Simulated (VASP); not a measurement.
Here is a VASP 6.6.1 calculation.

The input INCAR:

```
SYSTEM = Ca
ALGO = Fast ; EDIFF = 1E-6
ENCUT = 520 ; ISIF = 2
ISMEAR = 0 ; LASPH = .TRUE.
LCHARG = .FALSE. ; LREAL = .FALSE.
LWAVE = .FALSE. ; NBANDS = 11
NELM = 80 ; PREC = Accurate
SIGMA = 0.15
```

File KPOINTS:

```
k-points
0
G
  16 16 16
  0 0 0
```

The input POSCAR:

```
Ca
1.0
    0.0000000000      2.8324814693      2.7191822106
    2.8324814693      0.0000000000      2.7191822106
    2.8324814693      2.8324814693      0.0000000000
Ca
1
Direct
    0.0000000000      0.0000000000      0.0000000000
```

Potentials or basis: VASP PAW LDA potentials, release 64 (Ca_sv).

The run is started by

```bash
$ cat potpaw_LDA.64/Ca_sv/POTCAR > POTCAR
$ mpirun -np 1 vasp_std > vasp.out
```

Q: Estimate the band gap on the k mesh.

A: Zero (band 5 reaches 1.87 eV, above the bottom of band 6 at 1.53 eV).

Q: What does it give for the pressure?

A: -2.1 GPa.

Stress tensor (GPa, compression positive):
```
-2.19  0.00  0.00
 0.00 -2.19  0.00
 0.00  0.00 -1.97
```
